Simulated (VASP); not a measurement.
Here is a VASP 6.6.1 calculation.

Contents of POSCAR:

```
NaF
1.0
    0.0000000000      2.3200000000      2.3200000000
    2.3200000000      0.0000000000      2.3200000000
    2.3200000000      2.3200000000      0.0000000000
Na F
1 1
Direct
    0.0000000000      0.0000000000      0.0000000000
    0.5000000000      0.5000000000      0.5000000000
```

File INCAR.step1:

```
SYSTEM = NaF
PREC = Accurate
ENCUT = 600
ISMEAR = -1
SIGMA = 0.02
LREAL = .False.
LASPH = .True.
NELM = 80
GGA = PE
ALGO = Normal
EDIFF = 1E-4
LWAVE = .True.
LCHARG = .False.
```

File INCAR.step2:

```
SYSTEM = NaF
PREC = Accurate
ENCUT = 600
EDIFF = 1E-7
ISMEAR = -1
SIGMA = 0.02
LREAL = .False.
LASPH = .True.
NELM = 80
ALGO = Normal
ISIF = 3
LWAVE = .False.
LCHARG = .False.
METAGGA = R2SCAN
LMIXTAU = .True.
IBRION = 2
NSW = 80
EDIFFG = -0.01
ISTART = 1
```

Contents of KPOINTS:

```
regular mesh
0
Gamma
  10 10 10
  0 0 0
```

Potentials or basis: VASP PAW PBE potentials, release 64 (Na_pv, F).

Launch:

```bash
$ cat potpaw_PBE.64/Na_pv/POTCAR potpaw_PBE.64/F/POTCAR > POTCAR
$ cp INCAR.step1 INCAR
$ mpirun -np 1 vasp_std > vasp.out
$ cp INCAR.step2 INCAR
$ mpirun -np 1 vasp_std > vasp.out
```

(1) Predict the relaxed cell.

(2) What does it give for the band gap on the k mesh?

(3) Estimate the relaxed volume.

Results:

(1) a = 3.233 Å, b = 3.233 Å, c = 3.233 Å, α = 60.00°, β = 60.00°, γ = 60.00°.

(2) 7.41 eV.

(3) 11.95 Å³/atom.

Caveat: the PAW data sets were made with another functional, which shifts forces and pressure a little.
